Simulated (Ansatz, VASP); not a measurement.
MoCl6 in VASP and in Ansatz

```xyz
7
Lattice="6.1735 0.0000 0.0000 -3.0867 5.3464 0.0000 0.0000 0.0000 5.6659" Properties=species:S:1:pos:R:3 pbc="T T T"
Mo    0.0000    0.0000    2.8330
Cl    0.9372    1.6232    1.5088
Cl   -2.1496    3.7232    1.5088
Cl    4.2992    0.0000    1.5088
Cl   -0.9372    1.6232    4.1572
Cl    1.8743    0.0000    4.1572
Cl    2.1496    3.7232    4.1572
```

Alike in both runs: task single point; functional LDA; k mesh 3 × 3 × 3; no spin polarisation.

```csv
,VASP,Ansatz
version,VASP 6.6.1,Ansatz 0.2.0
potentials or method,"VASP PAW LDA potentials, release 64 (Mo_sv, Cl)","plane waves, PAW"
plane-wave cutoff (eV),520,420
occupations,"gaussian, width 0.01 eV",fixed
valence electrons in the cell,56,56
```

```csv
,VASP,Ansatz,Ansatz less VASP
gap on the k mesh at the Fermi level (eV),0.94,0.93,-0.004
```

LDA's correlation is that of Perdew and Zunger in VASP and of Perdew and Wang (1992) in Ansatz.
